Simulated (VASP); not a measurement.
TeW, 2 atoms in the cell. The structure is cubic, space group F-43m (No. 216). Conventional cell: a = 6.121 Å, b = 6.121 Å, c = 6.121 Å, α = 90.00°, β = 90.00°, γ = 90.00°. W (site symmetry -43m) has 4 Te at 2.65 Å within 3.5 Å. Te (site symmetry -43m) has 4 W at 2.65 Å within 3.5 Å. 

```yaml
Program: VASP 6.6.1
Task: relaxation of cell and atoms
Functional: PBE
Potentials_or_basis: VASP PAW PBE potentials, release 64 (W_sv, Te)
Cutoff: 600 eV
k_mesh: 12 × 12 × 12
Occupations: gaussian, width 0.1 eV
Spin: collinear spin
Starting_moments: "[1.05, 0.0] μB"
Dipole_correction: no
Further_INCAR_settings: ALGO = Normal; EDIFF = 1e-07; IBRION = 2; EDIFFG = -0.01; NSW = 100; ISIF = 3
```

Potentials or basis: VASP PAW PBE potentials, release 64 (W_sv, Te).

The run is started by

```console
$ cat potpaw_PBE.64/W_sv/POTCAR potpaw_PBE.64/Te/POTCAR > POTCAR
$ mpirun -np 1 vasp_std > vasp.out
```

Hardware: 1 thread of Intel Xeon 8259CL, on a shared host.

Question: How long does it take, and how much memory?

Answer: Wall time 5 min on 1 thread of Intel Xeon 8259CL, with other jobs on the host, peak memory 0.33 GiB. Counts: scf iterations 31, k points 72, ion steps 3.
